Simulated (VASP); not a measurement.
# SiBr6 (Pm-3m) in VASP: further runs

The runs below take SiBr6 through single point, relaxation of cell and atoms, with PBE.

Everything below comes from runs of VASP 6.6.1. Logs are shortened: lines on timing, memory, paths and dates and some standing lists are left out, and cuts for length are marked.

## 1. The cell of the first run

It takes space group Pm-3m (No. 221, cubic). Conventional cell: a = 7.703 Å, b = 7.703 Å, c = 7.703 Å, α = 90.00°, β = 90.00°, γ = 90.00°. Br (site symmetry 4mm) has 1 Br at 2.37 Å within 3.1 Å.

## 2. Single point, PBE

File INCAR:

```
SYSTEM = SiBr6
PREC = Accurate
ENCUT = 520
EDIFF = 1E-6
ISMEAR = 0
SIGMA = 0.1
LREAL = .FALSE.
LASPH = .TRUE.
NELM = 80
ALGO = Normal
ISIF = 2
LWAVE = .FALSE.
LCHARG = .FALSE.
GGA = PE
NBANDS = 32
```

File KPOINTS:

```
regular mesh
0
G
  6 6 6
  0 0 0
```

File POSCAR:

```
SiBr6
1.0
    7.7026319296      0.0000000000      0.0000000000
    0.0000000000      7.7026319296      0.0000000000
    0.0000000000      0.0000000000      7.7026319296
Si Br
1 6
Direct
    0.0000000000      0.0000000000      0.0000000000
    0.5000000000      0.5000000000      0.1541648792
    0.5000000000      0.5000000000      0.8458351208
    0.1541648792      0.5000000000      0.5000000000
    0.8458351208      0.5000000000      0.5000000000
    0.5000000000      0.1541648792      0.5000000000
    0.5000000000      0.8458351208      0.5000000000
```

Potentials or basis: VASP PAW PBE potentials, release 64 (Si, Br).

The run is started by

```sh
$ cat potpaw_PBE.64/Si/POTCAR potpaw_PBE.64/Br/POTCAR > POTCAR
$ mpirun -np 1 vasp_std > vasp.out
```

OUTCAR:

```text
SYSTEM = SiBr6
   PREC = Accurate
   ENCUT = 520
   EDIFF = 1E-6
   ISMEAR = 0
   LREAL = .FALSE.
   LASPH = .TRUE.
   NELM = 80
   ISIF = 2
   GGA = PE

 ion  position               nearest neighbor table
   1  0.000  0.000  0.000-
   2  0.500  0.500  0.154-   3 2.37
   3  0.500  0.500  0.846-   2 2.37
   4  0.154  0.500  0.500-   5 2.37
   5  0.846  0.500  0.500-   4 2.37
   6  0.500  0.154  0.500-   7 2.37
   7  0.500  0.846  0.500-   6 2.37

  LATTYP: Found a simple cubic cell.
 ALAT       =     7.7026319296

  Lattice vectors:

 A1 = (   7.7026319296,   0.0000000000,   0.0000000000)
 A2 = (   0.0000000000,   7.7026319296,   0.0000000000)
 A3 = (   0.0000000000,   0.0000000000,   7.7026319296)

Analysis of symmetry for initial positions (statically):
=====================================================================
 Subroutine PRICEL returns:
 Original cell was already a primitive cell.

 Routine SETGRP: Setting up the symmetry group for a
 simple cubic supercell.

 Subroutine GETGRP returns: Found 48 space group operations
 (whereof 48 operations were pure point group operations)
 out of a pool of 48 trial point group operations.

The static configuration has the point symmetry O_h .

Analysis of symmetry for dynamics (positions and initial velocities):
=====================================================================
 Subroutine PRICEL returns:
 Original cell was already a primitive cell.

 Routine SETGRP: Setting up the symmetry group for a
 simple cubic supercell.

 Subroutine GETGRP returns: Found 48 space group operations
 (whereof 48 operations were pure point group operations)
 out of a pool of 48 trial point group operations.

The dynamic configuration has the point symmetry O_h .

 Subroutine INISYM returns: Found 48 space group operations
 (whereof 48 operations are pure point group operations),
 and found     1 'primitive' translations

----------------------------------------------------------------------------------------

                                     Primitive cell

  volume of cell :     457.0013

  direct lattice vectors                    reciprocal lattice vectors
     7.702631930  0.000000000  0.000000000     0.129825754  0.000000000  0.000000000
     0.000000000  7.702631930  0.000000000     0.000000000  0.129825754  0.000000000
     0.000000000  0.000000000  7.702631930     0.000000000  0.000000000  0.129825754

  length of vectors
     7.702631930  7.702631930  7.702631930     0.129825754  0.129825754  0.129825754

  position of ions in fractional coordinates (direct lattice)
     0.000000000  0.000000000  0.000000000
     0.500000000  0.500000000  0.154164879
     0.500000000  0.500000000  0.845835121
     0.154164879  0.500000000  0.500000000
     0.845835121  0.500000000  0.500000000
     0.500000000  0.154164879  0.500000000
     0.500000000  0.845835121  0.500000000

  ion indices of the primitive-cell ions
   primitive index   ion index
                 1           1
                 2           2
                 3           3
                 4           4
                 5           5
                 6           6
                 7           7

----------------------------------------------------------------------------------------

 KPOINTS: regular mesh

Automatic generation of k-mesh.
 Grid dimensions read from file:
 generate k-points for:    6    6    6

 Generating k-lattice:

  Cartesian coordinates                     Fractional coordinates (reciprocal lattice)
     0.021637626  0.000000000  0.000000000     0.166666667  0.000000000  0.000000000
     0.000000000  0.021637626  0.000000000     0.000000000  0.166666667  0.000000000
     0.000000000  0.000000000  0.021637626     0.000000000  0.000000000  0.166666667

  Length of vectors
     0.021637626  0.021637626  0.021637626

  Shift w.r.t. Gamma in fractional coordinates (k-lattice)
     0.000000000  0.000000000  0.000000000

 Subroutine IBZKPT returns following result:
 ===========================================

 Found     20 irreducible k-points:

 Following reciprocal coordinates:
            Coordinates               Weight
  0.000000  0.000000  0.000000      1.000000
  0.166667  0.000000  0.000000      6.000000
  0.333333  0.000000  0.000000      6.000000
  0.500000  0.000000  0.000000      3.000000
  0.166667  0.166667  0.000000     12.000000
  0.333333  0.166667  0.000000     24.000000
[... 12 lines left out ...]
  0.500000  0.500000  0.333333      6.000000
  0.500000  0.500000  0.500000      1.000000
   k-points           NKPTS =     20   k-points in BZ     NKDIM =     20   number of bands    NBANDS=     32
   number of dos      NEDOS =    301   number of ions     NIONS =      7
   total plane-waves  NPLWV = 216000
   dimension x,y,z NGX =    60 NGY =   60 NGZ =   60
   dimension x,y,z NGXF=   120 NGYF=  120 NGZF=  120
   ions per type =               1   6
   NGX,Y,Z   is equivalent  to a cutoff of  12.95, 12.95, 12.95 a.u.
   NGXF,Y,Z  is equivalent  to a cutoff of  25.90, 25.90, 25.90 a.u.
 SYSTEM =  SiBr6
   PREC   = accura    normal or accurate (medium, high low for compatibility)
   ISTART =      0    job   : 0-new  1-cont  2-samecut
   ICHARG =      2    charge: 1-file 2-atom 10-const
   ISPIN  =      1    spin polarized calculation?
   LNONCOLLINEAR =      F non collinear calculations
   LSORBIT =      F    spin-orbit coupling
   LASPH  =      T    aspherical Exc in radial PAW
   ENCUT  =  520.0 eV  38.22 Ry    6.18 a.u.  14.32 14.32 14.32*2*pi/ulx,y,z
   NELM   =     80;   NELMIN=  2; NELMDL= -5     # of ELM steps
   EDIFF  = 0.1E-05   stopping-criterion for ELM
   LREAL  =      F    real-space projection
   EDIFFG = 0.1E-04   stopping-criterion for IOM
   NSW    =      0    number of steps for IOM
   IBRION =     -1    ionic relax: 0-MD 1-quasi-New 2-CG
   NFREE  =      0    steps in history (QN), initial steepest desc. (CG)
   ISIF   =      2    stress and relaxation
   ISYM   =      2    0-nonsym 1-usesym 2-fastsym
   POTIM  = 0.5000    time-step for ionic-motion
   TEBEG  =    0.0;   TEEND  =   0.0 temperature during run
   PSTRESS=    0.0 pullay stress
   NELECT =      46.0000    total number of electrons
   NUPDOWN=      -1.0000    fix difference up-down
   EMIN   =  10.00;   EMAX   =-10.00  energy-range for DOS
   EFERMI =   0.00;   METHOD = LEGACY
   ISMEAR =     0;   SIGMA  =   0.10  broadening in eV -4-tet -1-fermi 0-gaus
   EFERMI_NEDOS =   21; number of points for ismear=-14 and -15
   IALGO  =     38    algorithm
   IMIX   =      4    mixing-type and parameters
     AMIX     =   0.40;   BMIX     =  1.00
     AMIX_MAG =   1.60;   BMIX_MAG =  1.00
  volume/ion in A,a.u.               =      65.29       440.57
  Fermi-wavevector in a.u.,A,eV,Ry     =   0.761532  1.439087  7.890445  0.579931
  Thomas-Fermi vector in A             =   1.860793
   LORBIT       =      0    0 simple, 1 ext, 2 COOP (PROOUT), +10 PAW based schemes
   GGA     = PE    functional components
   LHFCALC =     F    Hartree Fock is set to
   AEXX    =    0.0000 exact exchange contribution
   IVDW    =     0    specifies the selected vdW correction
   LEPSILON=     F    determine dielectric tensor
   LRPA    =     F    only Hartree local field effects (RPA)
 non-spin polarized calculation
 Gauss-broadening in eV      SIGMA  =   0.10
  energy-cutoff  :      520.00
  volume of cell :      457.00
 maximum number of plane-waves:     12400
 NGX is ok and might be reduce to    60
   NGX = 29   NGY = 29   NGZ = 29

 number of electron      46.0000009 magnetization

 Free energy of the ion-electron system (eV)
  ---------------------------------------------------
  ext. energy  EPLUGINS =         0.00000000
  ---------------------------------------------------
  free energy    TOTEN  =        -9.69319449 eV

  energy without entropy =       -9.54921126  energy(sigma->0) =       -9.62120287

 E-fermi :  -2.1205     XC(G=0):  -5.2514

 val. band max:       -2.1407624091   @ k =   0.5000   0.3333   0.1667
 cond. band min:      -2.1067214342   @ k =   0.5000   0.0000   0.0000
 fundamental gap:      0.0340409749
 Fermi energy:        -2.1204687082

 k-point     1 :       0.0000    0.0000    0.0000
  band No.  band energies     occupation
      1     -18.0976      2.00000
      2     -17.9328      2.00000
      3     -17.9328      2.00000
      4     -15.6190      2.00000
      5     -15.6190      2.00000
      6     -15.6190      2.00000
[... 24 lines left out ...]
     31       3.2180      0.00000
     32       4.5410      0.00000

 k-point     2 :       0.1667    0.0000    0.0000
  band No.  band energies     occupation
      1     -18.0885      2.00000
      2     -17.9427      2.00000
      3     -17.9328      2.00000
      4     -15.6190      2.00000
      5     -15.6190      2.00000
      6     -15.6187      2.00000
[... 24 lines left out ...]
     31       3.3204      0.00000
     32       4.4733      0.00000

 k-point     3 :       0.3333    0.0000    0.0000
  band No.  band energies     occupation
      1     -18.0652      2.00000
      2     -17.9677      2.00000
      3     -17.9328      2.00000
      4     -15.6190      2.00000
      5     -15.6190      2.00000
      6     -15.6180      2.00000
[... 24 lines left out ...]
     31       3.5914      0.00000
     32       4.3603      0.00000

 k-point     4 :       0.5000    0.0000    0.0000
  band No.  band energies     occupation
      1     -18.0470      2.00000
      2     -17.9867      2.00000
      3     -17.9328      2.00000
      4     -15.6189      2.00000
      5     -15.6189      2.00000
      6     -15.6177      2.00000
[... 514 lines left out ...]
     31       3.7880      0.00000
     32       3.8043      0.00000

 k-point    19 :       0.5000    0.5000    0.3333
  band No.  band energies     occupation
      1     -17.9881      2.00000
      2     -17.9867      2.00000
      3     -17.9867      2.00000
      4     -15.8402      2.00000
      5     -15.5192      2.00000
      6     -15.4978      2.00000
[... 24 lines left out ...]
     31       3.6392      0.00000
     32       3.6392      0.00000

 k-point    20 :       0.5000    0.5000    0.5000
  band No.  band energies     occupation
      1     -17.9867      2.00000
      2     -17.9867      2.00000
      3     -17.9867      2.00000
      4     -15.8621      2.00000
      5     -15.4978      2.00000
      6     -15.4978      2.00000
[... 24 lines left out ...]
     31       3.6460      0.00000
     32       3.6460      0.00000

------------------------ aborting loop because EDIFF is reached ----------------------------------------

  FORCE on cell =-STRESS in cart. coord.  units (eV):
  Direction    XX          YY          ZZ          XY          YZ          ZX
  --------------------------------------------------------------------------------------
  -------------------------------------------------------------------------------------
  Total       -0.0176789     -0.0176789     -0.0176789     -0.0000000     -0.0000000      0.0000000
  in kB       -0.0619795     -0.0619795     -0.0619795     -0.0000000     -0.0000000      0.0000000
  external PRESSURE =      -0.0619795 kB  Pullay stress =       0.0000000 kB

 VOLUME and BASIS-vectors are now :
 -----------------------------------------------------------------------------
  energy-cutoff  :      520.00
  volume of cell :      457.00
      direct lattice vectors                 reciprocal lattice vectors
     7.702631930  0.000000000  0.000000000     0.129825754  0.000000000  0.000000000
     0.000000000  7.702631930  0.000000000     0.000000000  0.129825754  0.000000000
     0.000000000  0.000000000  7.702631930     0.000000000  0.000000000  0.129825754

 POSITION                                       TOTAL-FORCE (eV/Angst)
 -----------------------------------------------------------------------------------
      0.00000      0.00000      0.00000         0.000000      0.000000      0.000000
      3.85132      3.85132      1.18748        -0.000000      0.000000      0.002172
      3.85132      3.85132      6.51516         0.000000      0.000000     -0.002172
      1.18748      3.85132      3.85132         0.002172      0.000000     -0.000000
      6.51516      3.85132      3.85132        -0.002172      0.000000      0.000000
      3.85132      1.18748      3.85132        -0.000000      0.002172      0.000000
      3.85132      6.51516      3.85132         0.000000     -0.002172     -0.000000
 -----------------------------------------------------------------------------------
    total drift:                                0.000000     -0.000000      0.000000

  FREE ENERGIE OF THE ION-ELECTRON SYSTEM (eV)
  ---------------------------------------------------
  free  energy   TOTEN  =        -9.6931944893 eV

  energy  without entropy=       -9.5492112584  energy(sigma->0) =       -9.62120287
```

Wall time 6.4 min (1 thread of Oxide Virtual Turin-like, shared host); peak memory 0.57 GiB.

Results:

* Free energy: -9.6932 eV
* Pressure: 0.0 GPa
* Band gap on the k mesh: zero (band 23 reaches -2.06 eV, above the bottom of band 24 at -2.08 eV)

Forces on the atoms (eV/Å):
```
Si   0.000  0.000  0.000
Br   0.000  0.000  0.002
Br   0.000  0.000 -0.002
Br   0.002  0.000  0.000
Br  -0.002  0.000  0.000
Br   0.000  0.002  0.000
Br   0.000 -0.002  0.000
```

## 3. Relaxation of cell and atoms, PBE

This run uses another cell than the first one, of 32.06 Å³/atom, 0.491 times its volume.

File INCAR:

```
SYSTEM = SiBr6
ALGO = Normal ; EDIFF = 1E-6
EDIFFG = -0.04 ; ENCUT = 600
GGA = PE ; IBRION = 2
ISIF = 3 ; ISMEAR = 0
LASPH = .True. ; LCHARG = .False.
LREAL = .False. ; LWAVE = .False.
NELM = 60 ; NSW = 90
PREC = Accurate ; SIGMA = 0.1
```

File KPOINTS:

```
k-points
0
Gamma
  4 4 4
  0 0 0
```

File POSCAR:

```
SiBr6
1.0
    6.0769140800      0.0000000000      0.0000000000
    0.0000000000      6.0769140800      0.0000000000
    0.0000000000      0.0000000000      6.0769140800
Si Br
1 6
Direct
    0.0000000000      0.0000000000      0.0000000000
    0.5000000000      0.5000000000      0.2000000000
    0.5000000000      0.5000000000      0.8000000000
    0.2000000000      0.5000000000      0.5000000000
    0.8000000000      0.5000000000      0.5000000000
    0.5000000000      0.2000000000      0.5000000000
    0.5000000000      0.8000000000      0.5000000000
```

Potentials or basis: VASP PAW PBE potentials, release 64 (Si, Br).

The run is started by

```sh
$ cat potpaw_PBE.64/Si/POTCAR potpaw_PBE.64/Br/POTCAR > POTCAR
$ mpirun -np 1 vasp_std > vasp.out
```

It took 13 min on 1 thread of Oxide Virtual Turin-like, shared host; peak memory 0.35 GiB.

It converged, with:

```yaml
Free_energy: -9.6679 eV
Relaxed_volume: 65.77 Å³/atom
Relaxed_cell: a = 7.722 Å, b = 7.722 Å, c = 7.722 Å, α = 90.00°, β = 90.00°, γ = 90.00°
Space_group_after_relaxing_to_0.05_Å: Pm-3m (No. 221)
Energy_gained_by_relaxing: 1232.3 meV/atom
Ionic_steps: 8
Pressure_after_relaxing: 0.0 GPa
Band_gap_on_the_k_mesh: zero (band 23 reaches -2.09 eV, above the bottom of band 24 at -2.12 eV)
```

The path:
```tsv
step	energy change (eV)	largest force (eV/Å)	pressure (GPa)	volume (Å³)
1	0.0000	5.4705	21.15	224.41
2	-8.4074	0.9845	1.59	391.82
3	-8.4172	1.0473	1.51	398.14
4	-8.5532	0.5597	-0.37	429.69
5	-8.5995	0.1183	0.17	418.09
6	-8.6066	0.1060	0.14	422.20
7	-8.6210	0.0683	0.05	434.68
8	-8.6260	0.0013	-0.05	460.39
```

Final structure:
```
CELL_PARAMETERS angstrom
7.72161 0.00000 0.00000
0.00000 7.72161 0.00000
0.00000 0.00000 7.72161
ATOMIC_POSITIONS crystal
Si 0.00000 0.00000 0.00000
Br 0.50000 0.50000 0.15383
Br 0.50000 0.50000 0.84617
Br 0.15383 0.50000 0.50000
Br 0.84617 0.50000 0.50000
Br 0.50000 0.15383 0.50000
Br 0.50000 0.84617 0.50000
```

Levels at points of the mesh, in eV from the Fermi level:
```csv
k point,band 18,band 19,band 20,band 21,band 22,band 23,band 24,band 25,band 26,band 27
"(0.00, 0.00, 0.00)",-1.71,-1.71,-0.57,-0.57,-0.57,0.06,0.06,0.06,0.89,0.89
"(0.50, 0.00, 0.00)",-1.22,-1.22,-1.05,-1.05,-0.57,0.01,0.06,0.06,0.81,0.98
"(0.50, 0.50, 0.00)",-1.12,-1.12,-1.05,-1.05,-1.00,0.04,0.04,0.05,0.10,1.05
"(0.50, 0.50, 0.50)",-1.24,-1.24,-1.01,-1.01,-1.01,-0.63,0.05,0.05,0.05,1.58
```

Caveat: the volume moved by over 15 % at a fixed basis, so the end points are rough.
